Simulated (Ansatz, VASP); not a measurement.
## One calculation of MgO, two programs

```
Mg O
1.0
     0.00000    2.08035    2.08035
     2.08035    0.00000    2.08035
     2.08035    2.08035    0.00000
Mg O
1 1
Direct
  0.00000 0.00000 0.00000
  0.50000 0.50000 0.50000
```

Alike in both runs: functional LDA; k mesh 10 × 10 × 10; occupations gaussian, width 0.02 eV; no spin polarisation.

Ansatz relaxed the structure, and its values are those at the end. VASP's run is a single point on that final structure, the one shown.

|  | VASP | Ansatz |
| --- | --- | --- |
| version | VASP 6.6.1 | Ansatz 0.2.0 |
| potentials or method | VASP PAW LDA potentials, release 64 (Mg_sv, O), cutoff 840 eV | scalar-relativistic, plane waves, PAW |
| valence electrons in the cell | 16 | 16 |

```tsv
	VASP	Ansatz	Ansatz less VASP
gap on the k mesh at the Fermi level (eV)	5.03	5.03	-0.005
least direct gap on the mesh (eV)	5.03	5.03	-0.005
pressure (GPa)	0.4	0.0	-0.44
```

Ansatz warns that its potentials were made for another functional, while VASP's fit it. LDA's correlation is that of Perdew and Zunger in VASP and of Perdew and Wang (1992) in Ansatz.
